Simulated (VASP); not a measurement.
A run of VASP 6.6.1 is set up as follows.

File INCAR:

```
  ALGO = Normal
  EDIFF = 1E-6
  ENCUT = 520
  GGA = PS
  ISIF = 2
  ISMEAR = -1
  LASPH = True
  LCHARG = True
  LELF = True
  LREAL = False
  LVHAR = True
  LWAVE = False
  NBANDS = 11
  NELM = 100
  PREC = Accurate
  SIGMA = 0.03
```

KPOINTS

```
k-points
0
Gamma
  5 5 5
```

The input POSCAR:

```
MgS
1.0
    0.0000000000      2.6016500000      2.6016500000
    2.6016500000      0.0000000000      2.6016500000
    2.6016500000      2.6016500000      0.0000000000
S Mg
1 1
Direct
    0.5000000000      0.5000000000      0.5000000000
    0.0000000000      0.0000000000      0.0000000000
```

Potentials or basis: VASP PAW PBE potentials, release 64 (S, Mg).

Run with:

```sh
$ cat potpaw_PBE.64/S/POTCAR potpaw_PBE.64/Mg/POTCAR > POTCAR
$ mpirun -np 1 vasp_std > vasp.out
```

Task: What does it give for the band gap on the k mesh?

Result: 3.11 eV (least direct gap 3.59 eV).

Task: Estimate the pressure.

Result: -1.0 GPa.

Caveat: the PAW data sets were made with another functional, which shifts forces and pressure a little; an odd mesh through Γ misses points on the zone boundary, where band edges can lie.
